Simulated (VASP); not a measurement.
Runs of VASP 6.6.1 on NaH. The structure is that of space group I4/mmm (No. 139), or close to it. The cells are those of the table. 

```csv
cell,gap on the mesh (eV),pressure (GPa)
"a = 3.366, b = 3.366, c = 3.451 Å, angles 59.2, 59.2, 61.7°, 2 atoms",3.78,0.6
"a = 3.538, b = 3.538, c = 3.623 Å, angles 59.2, 59.2, 61.6°, 2 atoms",3.53,-2.3
"a = 3.410, b = 3.410, c = 3.278 Å, angles 61.3, 61.3, 57.5°, 2 atoms",3.79,(c)
"a = 3.452, b = 3.452, c = 3.537 Å, angles 59.2, 59.2, 61.6°, 2 atoms",(b),-1.1
"a = 3.455, b = 3.455, c = 3.623 Å, angles 58.4, 58.4, 63.2°, 2 atoms",(a),-1.2
```

Alike in all rows: task single point; level PBE; potentials or basis VASP PAW PBE potentials, release 64 (Na_pv, H); no spin polarisation; k mesh 8 × 8 × 8; cutoff (eV) 520; smearing gaussian 0.05 eV.

Task: Estimate the missing entries.

Result: (a) 3.55; (b) 3.65; (c) 1.4.

A k mesh can miss the band edges.
